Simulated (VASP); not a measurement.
# Te2Mo in VASP: notebook

The runs below take Te2Mo through single point, with PBE, revPBE+D4, PBEsol.

Everything below comes from runs of VASP 6.6.1. Logs are shortened: lines on timing, memory, paths and dates and some standing lists are left out, and cuts for length are marked.

### 1 The cell of the first run

The typed cell holds 12 atoms: a = 6.383 Å, b = 3.466 Å, c = 15.758 Å, α = 90.00°, β = 91.13°, γ = 90.00°.

### 2 Single point, PBE

The input, INCAR:

```
PREC     = Accurate       # precision mode
ENCUT    = 520            # plane-wave cutoff, eV
EDIFF    = 1E-6           # SCF threshold, eV
ISMEAR   = -1             # smearing method
SIGMA    = 0.05           # smearing width, eV
LREAL    = False          # projectors in reciprocal space
LASPH    = True           # aspherical terms in the spheres
NELM     = 100            # most SCF steps
ALGO     = Normal         # electronic algorithm
ISIF     = 2              # what is computed and relaxed
LWAVE    = False          # write WAVECAR
LCHARG   = False          # write CHGCAR
GGA      = PE             # functional
NBANDS   = 64             # bands
```

The input, KPOINTS:

```
Automatic mesh
0
Gamma
  4 8 2
```

The input, POSCAR:

```
Te2Mo
1.0
    6.3823330003      0.0000000000      0.0501979206
    0.0000000000      3.4658737289      0.0000000000
   -0.4346232780      0.0000000000     15.7520281743
Te Mo
8 4
Direct
    0.0649877632      0.5000000000      0.4062539778
    0.9346206229      0.0000000000      0.5937665563
    0.5726731970      0.0000000000      0.3689108650
    0.4269360129      0.5000000000      0.6311082053
    0.0857114649      0.0000000000      0.1311043656
    0.9146784506      0.5000000000      0.8688766325
    0.5745358499      0.5000000000      0.0937402455
    0.4258567255      0.0000000000      0.9062380998
    0.3187001552      0.0000000000      0.5057884074
    0.6809076350      0.5000000000      0.4942302770
    0.1818467176      0.5000000000      0.0057947389
    0.8185443954      0.0000000000      0.9941866190
```

Potentials or basis: VASP PAW PBE potentials, release 64 (Te, Mo_sv).

Command:

```sh
$ cat potpaw_PBE.64/Te/POTCAR potpaw_PBE.64/Mo_sv/POTCAR > POTCAR
$ mpirun -np 1 vasp_std > vasp.out
```

OUTCAR:

```text
PREC = Accurate
   ENCUT = 520
   EDIFF = 1E-6
   ISMEAR = -1
   LREAL = False
   LASPH = True
   NELM = 100
   ISIF = 2
   GGA = PE

 ion  position               nearest neighbor table
   1  0.065  0.500  0.406-   9 2.83   9 2.83  10 2.84   2 3.54   2 3.54   3 3.63   3 3.63
   2  0.935  0.000  0.594-  10 2.83  10 2.83   9 2.84   1 3.54   1 3.54   4 3.63   4 3.63
   3  0.573  0.000  0.369-  10 2.71  10 2.71   9 2.72   1 3.63   1 3.63
   4  0.427  0.500  0.631-   9 2.71   9 2.71  10 2.72   2 3.63   2 3.63
   5  0.086  0.000  0.131-  11 2.71  11 2.71  12 2.72   7 3.63   7 3.63
   6  0.915  0.500  0.869-  12 2.71  12 2.71  11 2.72   8 3.63   8 3.63
   7  0.575  0.500  0.094-  12 2.83  12 2.83  11 2.84   8 3.54   8 3.54   5 3.63   5 3.63
   8  0.426  0.000  0.906-  11 2.83  11 2.83  12 2.84   7 3.54   7 3.54   6 3.63   6 3.63
   9  0.319  0.000  0.506-   4 2.71   4 2.71   3 2.72   1 2.83   1 2.83   2 2.84  10 2.90  10 2.90

  10  0.681  0.500  0.494-   3 2.71   3 2.71   4 2.72   2 2.83   2 2.83   1 2.84   9 2.90   9 2.90

  11  0.182  0.500  0.006-   5 2.71   5 2.71   6 2.72   8 2.83   8 2.83   7 2.84  12 2.90  12 2.90

  12  0.819  0.000  0.994-   6 2.71   6 2.71   5 2.72   7 2.83   7 2.83   8 2.84  11 2.90  11 2.90

  LATTYP: Found a simple monoclinic cell.
 ALAT       =     6.3825304040
 B/A-ratio  =     0.5430250245
 C/A-ratio  =     2.4689303468
 COS(beta)  =    -0.0197183247

  Lattice vectors:

 A1 = (   6.3823330003,   0.0000000000,   0.0501979206)
 A2 = (   0.0000000000,   3.4658737289,   0.0000000000)
 A3 = (  -0.4346232780,   0.0000000000,  15.7520281743)

Analysis of symmetry for initial positions (statically):
=====================================================================
 Subroutine PRICEL returns:
 Original cell was already a primitive cell.

 Routine SETGRP: Setting up the symmetry group for a
 simple monoclinic supercell.

 Subroutine GETGRP returns: Found  2 space group operations
 (whereof  2 operations were pure point group operations)
 out of a pool of  4 trial point group operations.

The static configuration has the point symmetry C_1h.

Analysis of symmetry for dynamics (positions and initial velocities):
=====================================================================
 Subroutine PRICEL returns:
 Original cell was already a primitive cell.

 Routine SETGRP: Setting up the symmetry group for a
 simple monoclinic supercell.

 Subroutine GETGRP returns: Found  2 space group operations
 (whereof  2 operations were pure point group operations)
 out of a pool of  4 trial point group operations.

The dynamic configuration has the point symmetry C_1h.

 Subroutine INISYM returns: Found  2 space group operations
 (whereof  2 operations are pure point group operations),
 and found     1 'primitive' translations

----------------------------------------------------------------------------------------

                                     Primitive cell

  volume of cell :     348.5162

  direct lattice vectors                    reciprocal lattice vectors
     6.382333000  0.000000000  0.050197921     0.156648523  0.000000000  0.004322180
     0.000000000  3.465873729  0.000000000     0.000000000  0.288527534  0.000000000
    -0.434623278  0.000000000 15.752028174    -0.000499201  0.000000000  0.063470115

  length of vectors
     6.382530404  3.465873729 15.758023004     0.156708139  0.288527534  0.063472078

  position of ions in fractional coordinates (direct lattice)
     0.064987763  0.500000000  0.406253978
     0.934620623  0.000000000  0.593766556
     0.572673197  0.000000000  0.368910865
     0.426936013  0.500000000  0.631108205
     0.085711465  0.000000000  0.131104366
     0.914678451  0.500000000  0.868876632
     0.574535850  0.500000000  0.093740246
     0.425856725  0.000000000  0.906238100
     0.318700155  0.000000000  0.505788407
     0.680907635  0.500000000  0.494230277
     0.181846718  0.500000000  0.005794739
     0.818544395  0.000000000  0.994186619

  ion indices of the primitive-cell ions
   primitive index   ion index
                 1           1
                 2           2
                 3           3
                 4           4
                 5           5
                 6           6
                 7           7
                 8           8
                 9           9
                10          10
                11          11
                12          12

----------------------------------------------------------------------------------------

 KPOINTS: Automatic mesh

Automatic generation of k-mesh.
 Grid dimensions read from file:
 generate k-points for:    4    8    2

 Generating k-lattice:

  Cartesian coordinates                     Fractional coordinates (reciprocal lattice)
     0.039162131  0.000000000  0.001080545     0.250000000  0.000000000  0.000000000
     0.000000000  0.036065942  0.000000000     0.000000000  0.125000000  0.000000000
    -0.000249601  0.000000000  0.031735057     0.000000000  0.000000000  0.500000000

  Length of vectors
     0.039177035  0.036065942  0.031736039

  Shift w.r.t. Gamma in fractional coordinates (k-lattice)
     0.000000000  0.000000000  0.000000000

 Subroutine IBZKPT returns following result:
 ===========================================

 Found     30 irreducible k-points:

 Following reciprocal coordinates:
            Coordinates               Weight
  0.000000  0.000000  0.000000      1.000000
  0.250000  0.000000  0.000000      2.000000
  0.500000  0.000000  0.000000      1.000000
  0.000000  0.125000  0.000000      2.000000
  0.250000  0.125000  0.000000      4.000000
  0.500000  0.125000  0.000000      2.000000
[... 16 lines left out ...]
  0.250000  0.250000  0.500000      4.000000
  0.500000  0.250000  0.500000      2.000000
 [... further k-points ...]
   k-points           NKPTS =     30   k-points in BZ     NKDIM =     30   number of bands    NBANDS=     64
   number of dos      NEDOS =    301   number of ions     NIONS =     12
   total plane-waves  NPLWV = 161280
   dimension x,y,z NGX =    48 NGY =   28 NGZ =  120
   dimension x,y,z NGXF=    96 NGYF=   56 NGZF=  240
   ions per type =               8   4
   NGX,Y,Z   is equivalent  to a cutoff of  12.50, 13.43, 12.66 a.u.
   NGXF,Y,Z  is equivalent  to a cutoff of  25.01, 26.86, 25.32 a.u.
 SYSTEM =  unknown system
   PREC   = accura    normal or accurate (medium, high low for compatibility)
   ISTART =      0    job   : 0-new  1-cont  2-samecut
   ICHARG =      2    charge: 1-file 2-atom 10-const
   ISPIN  =      1    spin polarized calculation?
   LNONCOLLINEAR =      F non collinear calculations
   LSORBIT =      F    spin-orbit coupling
   LASPH  =      T    aspherical Exc in radial PAW
   ENCUT  =  520.0 eV  38.22 Ry    6.18 a.u.  11.87  6.44 29.30*2*pi/ulx,y,z
   NELM   =    100;   NELMIN=  2; NELMDL= -5     # of ELM steps
   EDIFF  = 0.1E-05   stopping-criterion for ELM
   LREAL  =      F    real-space projection
[... 7 lines left out ...]
   TEBEG  =    0.0;   TEEND  =   0.0 temperature during run
   PSTRESS=    0.0 pullay stress
   NELECT =     104.0000    total number of electrons
   NUPDOWN=      -1.0000    fix difference up-down
   EMIN   =  10.00;   EMAX   =-10.00  energy-range for DOS
   EFERMI =   0.00;   METHOD = LEGACY
   ISMEAR =    -1;   SIGMA  =   0.05  broadening in eV -4-tet -1-fermi 0-gaus
   EFERMI_NEDOS =   21; number of points for ismear=-14 and -15
   IALGO  =     38    algorithm
   IMIX   =      4    mixing-type and parameters
     AMIX     =   0.40;   BMIX     =  1.00
     AMIX_MAG =   1.60;   BMIX_MAG =  1.00
  volume/ion in A,a.u.               =      29.04       195.99
  Fermi-wavevector in a.u.,A,eV,Ry     =   1.093986  2.067333 16.283516  1.196805
  Thomas-Fermi vector in A             =   2.230282
   LORBIT       =      0    0 simple, 1 ext, 2 COOP (PROOUT), +10 PAW based schemes
   GGA     = PE    functional components
   LHFCALC =     F    Hartree Fock is set to
   AEXX    =    0.0000 exact exchange contribution
   IVDW    =     0    specifies the selected vdW correction
   LEPSILON=     F    determine dielectric tensor
   LRPA    =     F    only Hartree local field effects (RPA)
 non-spin polarized calculation
  energy-cutoff  :      520.00
  volume of cell :      348.52
 maximum number of plane-waves:      9440
 NGX is ok and might be reduce to    48
   NGX = 23   NGY = 13   NGZ = 59

 number of electron     103.9999998 magnetization

 Free energy of the ion-electron system (eV)
  ---------------------------------------------------
  ext. energy  EPLUGINS =         0.00000000
  ---------------------------------------------------
  free energy    TOTEN  =       -71.98985056 eV

  energy without entropy =      -71.96897988  energy(sigma->0) =      -71.97941522

 E-fermi :   6.4895     XC(G=0):  -9.4831

 val. band max:        6.4891644737   @ k =   0.0000   0.1250   0.0000
 cond. band min:       6.5019327324   @ k =  -0.0000   0.1250   0.5000
 fundamental gap:      0.0127682587
 Fermi energy:         6.4894681631

 k-point     1 :       0.0000    0.0000    0.0000
  band No.  band energies     occupation
      1     -54.5495      2.00000
      2     -54.5482      2.00000
      3     -54.4927      2.00000
      4     -54.4913      2.00000
      5     -28.7892      2.00000
      6     -28.7879      2.00000
[... 56 lines left out ...]
     63       9.5749      0.00000
     64       9.7557      0.00000

 k-point     2 :       0.2500    0.0000    0.0000
  band No.  band energies     occupation
      1     -54.5494      2.00000
      2     -54.5481      2.00000
      3     -54.4928      2.00000
      4     -54.4914      2.00000
      5     -28.7857      2.00000
      6     -28.7844      2.00000
[... 56 lines left out ...]
     63       9.5363      0.00000
     64       9.7154      0.00000

 k-point     3 :       0.5000    0.0000    0.0000
  band No.  band energies     occupation
      1     -54.5493      2.00000
      2     -54.5479      2.00000
      3     -54.4929      2.00000
      4     -54.4915      2.00000
      5     -28.7821      2.00000
      6     -28.7808      2.00000
[... 1396 lines left out ...]
     63       8.9083      0.00000
     64       8.9181      0.00000

 k-point    24 :       0.5000    0.2500    0.5000
  band No.  band energies     occupation
      1     -54.5381      2.00000
      2     -54.5368      2.00000
      3     -54.4982      2.00000
      4     -54.4968      2.00000
      5     -28.8000      2.00000
      6     -28.7986      2.00000
[... 56 lines left out ...]
     63       8.8509      0.00000
     64       8.8580      0.00000

 [... further k-points ...]

------------------------ aborting loop because EDIFF is reached ----------------------------------------

  FORCE on cell =-STRESS in cart. coord.  units (eV):
  Direction    XX          YY          ZZ          XY          YZ          ZX
  --------------------------------------------------------------------------------------
  -------------------------------------------------------------------------------------
  Total        0.0383281     -0.0451025      0.0948680      0.0000000      0.0000000      0.0138369
  in kB        0.1761995     -0.2073424      0.4361216      0.0000000      0.0000000      0.0636100
  external PRESSURE =       0.1349929 kB  Pullay stress =       0.0000000 kB

 VOLUME and BASIS-vectors are now :
 -----------------------------------------------------------------------------
  energy-cutoff  :      520.00
  volume of cell :      348.52
      direct lattice vectors                 reciprocal lattice vectors
     6.382333000  0.000000000  0.050197921     0.156648523  0.000000000  0.004322180
     0.000000000  3.465873729  0.000000000     0.000000000  0.288527534  0.000000000
    -0.434623278  0.000000000 15.752028174    -0.000499201  0.000000000  0.063470115

 POSITION                                       TOTAL-FORCE (eV/Angst)
 -----------------------------------------------------------------------------------
      0.23821      1.73294      6.40259         0.000734      0.000000     -0.011597
      5.70700      0.00000      9.39994        -0.000795      0.000000      0.011344
      3.49465      0.00000      5.83984        -0.000548      0.000000     -0.008546
      2.45055      1.73294      9.96267         0.000572      0.000000      0.008524
      0.49006      0.00000      2.06946        -0.001567      0.000000      0.009213
      5.46015      1.73294     13.73248         0.001552      0.000000     -0.009136
      3.62614      1.73294      1.50544         0.000482      0.000000      0.011380
      2.32409      0.00000     14.29647        -0.000610      0.000000     -0.011094
      1.81422      0.00000      7.98319        -0.003577      0.000000      0.002065
      4.13098      1.73294      7.81931         0.003643      0.000000     -0.001795
      1.15809      1.73294      0.10041         0.004435      0.000000     -0.000085
      4.79213      0.00000     15.70154        -0.004319      0.000000     -0.000272
 -----------------------------------------------------------------------------------
    total drift:                                0.000071      0.000000     -0.000001

  FREE ENERGIE OF THE ION-ELECTRON SYSTEM (eV)
  ---------------------------------------------------
  free  energy   TOTEN  =       -71.9898505597 eV

  energy  without entropy=      -71.9689798776  energy(sigma->0) =      -71.97941522
```

Wall time 27 min (1 thread of Intel Xeon Platinum 8488C (Sapphire Rapids), shared host); peak memory 0.72 GiB.

Results:

```yaml
Free_energy: -71.9899 eV
Pressure: 0.0 GPa
Largest_force: 0.012 eV/Å
Band_gap_on_the_k_mesh: zero (bands 52 and 53 overlap by 0.25 eV)
```

Forces in eV/Å, atoms in the order of the input:
```
Te   0.001  0.000 -0.012
Te  -0.001  0.000  0.011
Te  -0.001  0.000 -0.009
Te   0.001  0.000  0.009
Te  -0.002  0.000  0.009
Te   0.002  0.000 -0.009
Te   0.000  0.000  0.011
Te  -0.001  0.000 -0.011
Mo  -0.004  0.000  0.002
Mo   0.004  0.000 -0.002
Mo   0.004  0.000  0.000
Mo  -0.004  0.000  0.000
```

Caveat: spin-orbit coupling is left out, which moves the levels of the heavy elements; this functional lacks dispersion, which binds layers or chains, so the pressure and a relaxed spacing across them are unreliable.

(Part 1 of 3 ends here.)

The gap in the log of VASP goes by the Fermi energy; the results here count the filled bands.